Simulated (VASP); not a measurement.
# Hf7ScN8 (P1) in VASP: single point with PBE

Aim: the single point of Hf7ScN8 with PBE.

Program: VASP 6.6.1. These are calculated values, not measurements. Logs are shortened: lines on timing, memory, paths and dates and some standing lists are left out, and cuts for length are marked.

### Step 1. The cell of the first run

The typed cell holds 16 atoms: a = 6.422 Å, b = 6.423 Å, c = 6.423 Å, α = 60.00°, β = 60.00°, γ = 60.01°.

### Step 2. Single point, PBE

File INCAR:

```
PREC     = Accurate       # precision mode
ENCUT    = 600            # plane-wave cutoff, eV
EDIFF    = 1E-6           # SCF threshold, eV
ISMEAR   = 0              # smearing method
SIGMA    = 0.1            # smearing width, eV
LREAL    = False          # projectors in reciprocal space
LASPH    = True           # aspherical terms in the spheres
NELM     = 120            # most SCF steps
ALGO     = Normal         # electronic algorithm
ISIF     = 2              # what is computed and relaxed
LWAVE    = False          # write WAVECAR
LCHARG   = False          # write CHGCAR
GGA      = PE             # functional
NBANDS   = 74             # bands
ISYM     = 0            
GGA_COMPAT= False
```

File KPOINTS:

```
regular mesh
0
Gamma
  3 3 3
```

File POSCAR:

```
Hf7ScN8
1.0
   -4.5410059965      4.5417090148      0.0001886752
   -4.5413633784     -0.0001687067      4.5423564284
   -0.0001084886      4.5417892014      4.5420792331
N Sc Hf
8 1 7
Direct
    0.7474587870      0.7508516882      0.7503592146
    0.2471237287      0.7508826337      0.7504974121
    0.7474849791      0.2506265524      0.7504423477
    0.7474227741      0.7508333494      0.2501980641
    0.2470985577      0.2504783270      0.7506192041
    0.2470636493      0.7508897596      0.2500745242
    0.7474899916      0.2503756351      0.2501268667
    0.2474164265      0.2507960287      0.2503484978
    0.4973223466      0.5007742554      0.5004543981
   -0.0027037859      1.0007395397      0.0004657025
    0.4972785407      0.0007281636      1.0004297971
    0.9972731633      0.5007529423      1.0003798125
    0.9973551697      1.0006243279      0.5005209975
    0.4973761816      0.5007614955      1.0003329967
    0.4974421161      0.0007566303      0.5003896392
    0.9972430194      0.5007221113      0.5004291826
```

Potentials or basis: VASP PAW PBE potentials, release 64 (N, Sc_sv, Hf_pv).

The run is started by

```console
$ cat potpaw_PBE.64/N/POTCAR potpaw_PBE.64/Sc_sv/POTCAR potpaw_PBE.64/Hf_pv/POTCAR > POTCAR
$ mpirun -np 1 vasp_std > vasp.out
```

OUTCAR:

```text
PREC = Accurate
   ENCUT = 600
   EDIFF = 1E-6
   ISMEAR = 0
   LREAL = False
   LASPH = True
   NELM = 120
   ISIF = 2
   GGA = PE
   ISYM = 0

 ion  position               nearest neighbor table
   1  0.747  0.751  0.750-  13 2.27  12 2.27  11 2.27  15 2.27  16 2.27  14 2.27
   2  0.247  0.751  0.750-  13 2.27  10 2.27  12 2.27  14 2.27  15 2.27   9 2.27
   3  0.747  0.251  0.750-  16 2.27  10 2.27  13 2.27  11 2.27  14 2.27   9 2.27
   4  0.747  0.751  0.250-  10 2.27  11 2.27  12 2.27  16 2.27   9 2.27  15 2.27
   5  0.247  0.250  0.751-  10 2.27  15 2.27  11 2.27  16 2.27  12 2.27   9 2.27
   6  0.247  0.751  0.250-  10 2.27  14 2.27  16 2.27  11 2.27  13 2.27   9 2.27
   7  0.747  0.250  0.250-  10 2.27  15 2.27  14 2.27  12 2.27  13 2.27   9 2.27
   8  0.247  0.251  0.250-  14 2.27  11 2.27  16 2.27  15 2.27  12 2.27  13 2.27
   9  0.497  0.501  0.500-   4 2.27   3 2.27   2 2.27   5 2.27   6 2.27   7 2.27  16 3.21  14 3.21
                            13 3.21  12 3.21  11 3.21  12 3.21  11 3.21  15 3.21  15 3.21  16 3.21
  10  0.997  0.001  0.000-   7 2.27   6 2.27   5 2.27   4 2.27   3 2.27   2 2.27  15 3.21  11 3.21
                            12 3.21  16 3.21  13 3.21  16 3.21  11 3.21  14 3.21  13 3.21  12 3.21
  11  0.497  0.001  0.000-   4 2.27   6 2.27   1 2.27   5 2.27   8 2.27   3 2.27  10 3.21  13 3.21
                            15 3.21  13 3.21   9 3.21  14 3.21   9 3.21  10 3.21  12 3.21  12 3.21
  12  0.997  0.501  0.000-   1 2.27   2 2.27   4 2.27   5 2.27   7 2.27   8 2.27  13 3.21  14 3.21
                             9 3.21  10 3.21   9 3.21  16 3.21  11 3.21  16 3.21  14 3.21  11 3.21
  13  0.997  0.001  0.501-   1 2.27   2 2.27   3 2.27   8 2.27   6 2.27   7 2.27  12 3.21  15 3.21
                             9 3.21  11 3.21  11 3.21  10 3.21  16 3.21  16 3.21  15 3.21  10 3.21
  14  0.497  0.501  0.000-   8 2.27   6 2.27   7 2.27   3 2.27   2 2.27   1 2.27  16 3.21  12 3.21
                             9 3.21  15 3.21  11 3.21  10 3.21  15 3.21  12 3.21  11 3.21  10 3.21
  15  0.497  0.001  0.500-   7 2.27   5 2.27   1 2.27   8 2.27   2 2.27   4 2.27  10 3.21  13 3.21
                            16 3.21  14 3.21  11 3.21   9 3.21  14 3.21   9 3.21  13 3.21  10 3.21
  16  0.997  0.501  0.500-   3 2.27   6 2.27   8 2.27   5 2.27   4 2.27   1 2.27   9 3.21  14 3.21
                            15 3.21  10 3.21  10 3.21  12 3.21  13 3.21  13 3.21  12 3.21   9 3.21

IMPORTANT INFORMATION: All symmetrisations will be switched off!
NOSYMM: (Re-)initialisation of all symmetry stuff for point group C_1.

----------------------------------------------------------------------------------------

                                     Primitive cell

  volume of cell :     187.3631

  direct lattice vectors                    reciprocal lattice vectors
    -4.541005997  4.541709015  0.000188675    -0.110113407  0.110089644 -0.110085245
    -4.541363378 -0.000168707  4.542356428    -0.110096080 -0.110083611  0.110073952
    -0.000108489  4.541789201  4.542079233     0.110107373  0.110085756  0.110087390

  length of vectors
     6.422449398  6.423159914  6.423264974     0.190692038  0.190672030  0.190687547

  position of ions in fractional coordinates (direct lattice)
     0.747458787  0.750851688  0.750359215
     0.247123729  0.750882634  0.750497412
     0.747484979  0.250626552  0.750442348
     0.747422774  0.750833349  0.250198064
     0.247098558  0.250478327  0.750619204
     0.247063649  0.750889760  0.250074524
[... 8 lines left out ...]
     0.497442116  0.000756630  0.500389639
     0.997243019  0.500722111  0.500429183

  ion indices of the primitive-cell ions
   primitive index   ion index
                 1           1
                 2           2
                 3           3
                 4           4
                 5           5
                 6           6
[... 8 lines left out ...]
                15          15
                16          16

----------------------------------------------------------------------------------------

 KPOINTS: regular mesh

Automatic generation of k-mesh.
 Grid dimensions read from file:
 generate k-points for:    3    3    3

 Generating k-lattice:

  Cartesian coordinates                     Fractional coordinates (reciprocal lattice)
    -0.036704469  0.036696548 -0.036695082     0.333333333  0.000000000  0.000000000
    -0.036698693 -0.036694537  0.036691317     0.000000000  0.333333333 -0.000000000
     0.036702458  0.036695252  0.036695797    -0.000000000 -0.000000000  0.333333333

  Length of vectors
     0.063564013  0.063557343  0.063562516

  Shift w.r.t. Gamma in fractional coordinates (k-lattice)
     0.000000000  0.000000000  0.000000000

 Subroutine IBZKPT returns following result:
 ===========================================

 Found     14 irreducible k-points:

 Following reciprocal coordinates:
            Coordinates               Weight
  0.000000  0.000000  0.000000      1.000000
  0.333333  0.000000  0.000000      2.000000
 -0.000000 -0.000000  0.333333      2.000000
  0.000000  0.333333 -0.000000      2.000000
 -0.333333 -0.333333 -0.333333      2.000000
  0.333333  0.333333  0.000000      2.000000
 -0.333333  0.333333  0.000000      2.000000
 -0.333333 -0.333333  0.333333      2.000000
  0.333333 -0.000000  0.333333      2.000000
 -0.333333 -0.000000  0.333333      2.000000
 -0.000000  0.333333  0.333333      2.000000
 -0.333333  0.333333  0.333333      2.000000
  0.000000 -0.333333  0.333333      2.000000
  0.333333 -0.333333  0.333333      2.000000
   k-points           NKPTS =     14   k-points in BZ     NKDIM =     14   number of bands    NBANDS=     74
   number of dos      NEDOS =    301   number of ions     NIONS =     16
   total plane-waves  NPLWV = 157464
   dimension x,y,z NGX =    54 NGY =   54 NGZ =   54
   dimension x,y,z NGXF=   108 NGYF=  108 NGZF=  108
   ions per type =               8   1   7
   NGX,Y,Z   is equivalent  to a cutoff of  13.98, 13.98, 13.98 a.u.
   NGXF,Y,Z  is equivalent  to a cutoff of  27.96, 27.95, 27.95 a.u.
 SYSTEM =  unknown system
   PREC   = accura    normal or accurate (medium, high low for compatibility)
   ISTART =      0    job   : 0-new  1-cont  2-samecut
   ICHARG =      2    charge: 1-file 2-atom 10-const
   ISPIN  =      1    spin polarized calculation?
   LNONCOLLINEAR =      F non collinear calculations
   LSORBIT =      F    spin-orbit coupling
   LASPH  =      T    aspherical Exc in radial PAW
   ENCUT  =  600.0 eV  44.10 Ry    6.64 a.u.  12.83 12.83 12.83*2*pi/ulx,y,z
   NELM   =    120;   NELMIN=  2; NELMDL= -5     # of ELM steps
   EDIFF  = 0.1E-05   stopping-criterion for ELM
   LREAL  =      F    real-space projection
   EDIFFG = 0.1E-04   stopping-criterion for IOM
   NSW    =      0    number of steps for IOM
   IBRION =     -1    ionic relax: 0-MD 1-quasi-New 2-CG
   NFREE  =      0    steps in history (QN), initial steepest desc. (CG)
   ISIF   =      2    stress and relaxation
   ISYM   =      0    0-nonsym 1-usesym 2-fastsym
   POTIM  = 0.5000    time-step for ionic-motion
   TEBEG  =    0.0;   TEEND  =   0.0 temperature during run
   PSTRESS=    0.0 pullay stress
   NELECT =     121.0000    total number of electrons
   NUPDOWN=      -1.0000    fix difference up-down
   EMIN   =  10.00;   EMAX   =-10.00  energy-range for DOS
   EFERMI =   0.00;   METHOD = LEGACY
   ISMEAR =     0;   SIGMA  =   0.10  broadening in eV -4-tet -1-fermi 0-gaus
   EFERMI_NEDOS =   21; number of points for ismear=-14 and -15
   IALGO  =     38    algorithm
   IMIX   =      4    mixing-type and parameters
     AMIX     =   0.40;   BMIX     =  1.00
     AMIX_MAG =   1.60;   BMIX_MAG =  1.00
  volume/ion in A,a.u.               =      11.71        79.02
  Fermi-wavevector in a.u.,A,eV,Ry     =   1.415061  2.674078 27.244285  2.002398
  Thomas-Fermi vector in A             =   2.536539
   LORBIT       =      0    0 simple, 1 ext, 2 COOP (PROOUT), +10 PAW based schemes
   GGA     = PE    functional components
   LHFCALC =     F    Hartree Fock is set to
   AEXX    =    0.0000 exact exchange contribution
   IVDW    =     0    specifies the selected vdW correction
   LEPSILON=     F    determine dielectric tensor
   LRPA    =     F    only Hartree local field effects (RPA)
 non-spin polarized calculation
 Gauss-broadening in eV      SIGMA  =   0.10
  energy-cutoff  :      600.00
  volume of cell :      187.36
 maximum number of plane-waves:      6269
 NGX is ok and might be reduce to    54
   NGX = 25   NGY = 25   NGZ = 25

 number of electron     121.0000000 magnetization

 Free energy of the ion-electron system (eV)
  ---------------------------------------------------
  ext. energy  EPLUGINS =         0.00000000
  ---------------------------------------------------
  free energy    TOTEN  =      -171.40462867 eV

  energy without entropy =     -171.36083678  energy(sigma->0) =     -171.38273273

 E-fermi :   7.9133     XC(G=0): -12.5451

 val. band max:        7.8731219454   @ k =  -0.3333  -0.0000   0.3333
 cond. band min:       7.9372729556   @ k =   0.0000   0.0000   0.0000
 fundamental gap:      0.0641510102
 Fermi energy:         7.9133337831

 k-point     1 :       0.0000    0.0000    0.0000
  band No.  band energies     occupation
      1     -41.6020      2.00000
      2     -24.0538      2.00000
      3     -23.9692      2.00000
      4     -23.9691      2.00000
      5     -23.9689      2.00000
      6     -23.7693      2.00000
[... 64 lines left out ...]
     71      11.4950      0.00000
     72      11.4963      0.00000

 k-point     2 :       0.3333    0.0000    0.0000
  band No.  band energies     occupation
      1     -41.6021      2.00000
      2     -23.9404      2.00000
      3     -23.8810      2.00000
      4     -23.8809      2.00000
      5     -23.8315      2.00000
      6     -23.7536      2.00000
[... 892 lines left out ...]
 k-point    14 :       0.3333   -0.3333    0.3333
  band No.  band energies     occupation
      1     -41.6022      2.00000
      2     -23.7979      2.00000
      3     -23.7874      2.00000
      4     -23.7830      2.00000
      5     -23.7101      2.00000
      6     -23.6769      2.00000
[... 64 lines left out ...]
     71      11.0130      0.00000
     72      11.0805      0.00000
 [bands above 72 left out]

------------------------ aborting loop because EDIFF is reached ----------------------------------------

  FORCE on cell =-STRESS in cart. coord.  units (eV):
  Direction    XX          YY          ZZ          XY          YZ          ZX
  --------------------------------------------------------------------------------------
  -------------------------------------------------------------------------------------
  Total       -2.6154863     -2.6656714     -2.6866993     -0.0076757      0.0027091      0.0144362
  in kB      -22.3655155    -22.7946579    -22.9744713     -0.0656367      0.0231656      0.1234470
  external PRESSURE =     -22.7115483 kB  Pullay stress =       0.0000000 kB

 VOLUME and BASIS-vectors are now :
 -----------------------------------------------------------------------------
  energy-cutoff  :      600.00
  volume of cell :      187.36
      direct lattice vectors                 reciprocal lattice vectors
    -4.541005997  4.541709015  0.000188675    -0.110113407  0.110089644 -0.110085245
    -4.541363378 -0.000168707  4.542356428    -0.110096080 -0.110083611  0.110073952
    -0.000108489  4.541789201  4.542079233     0.110107373  0.110085756  0.110087390

 POSITION                                       TOTAL-FORCE (eV/Angst)
 -----------------------------------------------------------------------------------
     -6.80419      6.80259      6.81897         0.010741     -0.001945     -0.001267
     -4.53230      4.53084      6.81964        -0.001466      0.006474      0.095819
     -4.53260      6.80317      4.54714         0.004809      0.097361      0.002736
     -6.80389      4.53080      4.54711        -0.095527      0.006052      0.006247
     -2.25967      4.53136      4.54718         0.085744      0.000147      0.002462
     -4.53201      2.25775      4.54671        -0.005038     -0.078367      0.009385
[... 8 lines left out ...]
     -2.26238      4.53190      2.27634         0.010588     -0.008248     -0.003765
     -6.80250      6.80195      4.54764        -0.004297      0.000217     -0.005788
 -----------------------------------------------------------------------------------
    total drift:                                0.000264     -0.000440      0.000374

  FREE ENERGIE OF THE ION-ELECTRON SYSTEM (eV)
  ---------------------------------------------------
  free  energy   TOTEN  =      -171.4046286708 eV

  energy  without entropy=     -171.3608367795  energy(sigma->0) =     -171.38273273
```

Run time: 12 min. Hardware: 1 thread of Intel Xeon 8259CL, shared host; peak memory 0.51 GiB.

Results:

| Item | Value |
| --- | --- |
| Free energy | -171.4046 eV |
| Pressure | -2.3 GPa |
| Largest force | 0.098 eV/Å |
| Band gap on the k mesh | zero (an odd number of electrons rules out a gap without spin polarisation) |

Forces on the atoms (eV/Å):
```
N    0.011 -0.002 -0.001
N   -0.001  0.006  0.096
N    0.005  0.097  0.003
N   -0.096  0.006  0.006
N    0.086  0.000  0.002
N   -0.005 -0.078  0.009
N   -0.010  0.007 -0.075
N    0.004  0.001  0.003
Sc   0.004 -0.007 -0.010
Hf   0.002 -0.008 -0.012
Hf  -0.003 -0.002 -0.002
Hf   0.002  0.003 -0.004
Hf  -0.008 -0.011 -0.004
Hf   0.003 -0.005 -0.002
Hf   0.011 -0.008 -0.004
Hf  -0.004  0.000 -0.006
```

Levels at points of the mesh, in eV from the Fermi level:
```
           k point  band 58  band 59  band 60  band 61  band 62  band 63  band 64  band 65
(0.00, 0.00, 0.00)    -2.63    -2.63    -2.63     0.02     0.02     0.03     2.08     2.13
```

Caveat: the k points lie up to 0.40 Å⁻¹ apart, too coarse for converged energies and pressures of a metal; spin-orbit coupling is left out, which moves the levels of the heavy elements.
